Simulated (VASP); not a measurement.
Input of a VASP 6.6.1 run:

File INCAR:

```
SYSTEM = C
PREC = Accurate ; ENCUT = 520
EDIFF = 1E-6 ; ISMEAR = 1
SIGMA = 0.138 ; LREAL = .FALSE.
LASPH = .TRUE. ; NELM = 100
ALGO = Normal ; ISIF = 2
LWAVE = .FALSE. ; LCHARG = .TRUE.
GGA = PS ; IVDW = 12
LELF = .TRUE. ; LVHAR = .TRUE.
NBANDS = 11
```

Contents of KPOINTS:

```
Automatic mesh
0
G
  11 11 11
  0 0 0
```

Contents of POSCAR:

```
C
1.0
    1.2280287100      0.7090027100      3.3470114500
   -1.2280287100      0.7090027100      3.3470114500
    0.0000000000     -1.4180054100      3.3470114500
C
2
Direct
    0.8360000000      0.8360000000      0.8360000000
    0.1640000000      0.1640000000      0.1640000000
```

Potentials or basis: VASP PAW PBE potentials, release 64 (C).

The run is started by

```bash
$ cat potpaw_PBE.64/C/POTCAR > POTCAR
$ mpirun -np 1 vasp_std > vasp.out
```

What does it give for the dispersion energy per atom?

-0.110 eV.

Predict the pressure.

1.1 GPa.

What does it give for the largest force?

0.872 eV/Å.

Predict the band gap on the k mesh.

0.95 eV, direct.

Stress tensor (GPa, compression positive):
```
 2.25  0.00  0.00
 0.00  2.25  0.00
 0.00  0.00 -1.22
```

Caveat: three body term missing; the PAW data sets were made with another functional, which shifts forces and pressure a little. A k mesh can miss the band edges.
